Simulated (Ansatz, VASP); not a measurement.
One calculation of AlGaN, two programs

```
Al Ga N
1.0
     3.97322    0.00000    0.00000
     0.00000    3.97322    0.00000
     0.00000    0.00000    3.51487
Al Ga N
1 1 1
Cartesian
  0.0000 0.0000 0.0000
  1.9866 1.9866 0.0000
  0.0000 0.0000 1.7574
```

Alike in both runs: task relaxation of cell and atoms; functional PBE; k mesh 4 × 4 × 6; occupations gaussian, width 0.1 eV; no spin polarisation.

|  | VASP | Ansatz |
| --- | --- | --- |
| version | VASP 6.6.1 | Ansatz 0.2.0 |
| potentials or method | VASP PAW PBE potentials, release 64 (Al, Ga_d, N), cutoff 600 eV | scalar-relativistic, plane waves, PAW |
| valence electrons in the cell | 21 | 21 |

|  | VASP | Ansatz | Ansatz less VASP |
| --- | --- | --- | --- |
| gap on the k mesh at the Fermi level, each at its own relaxed structure (eV) | none | none | - |
| relaxed volume (Å³/atom) | 18.41 | 18.50 | +0.081 |
| relaxed cell length with the largest relative difference (Å) | 3.963 | 3.973 | +0.0100 |

A gap of «none» marks a metal or a gap that the smearing closes.

The k mesh is coarse, so the values compare programs but aren't converged.
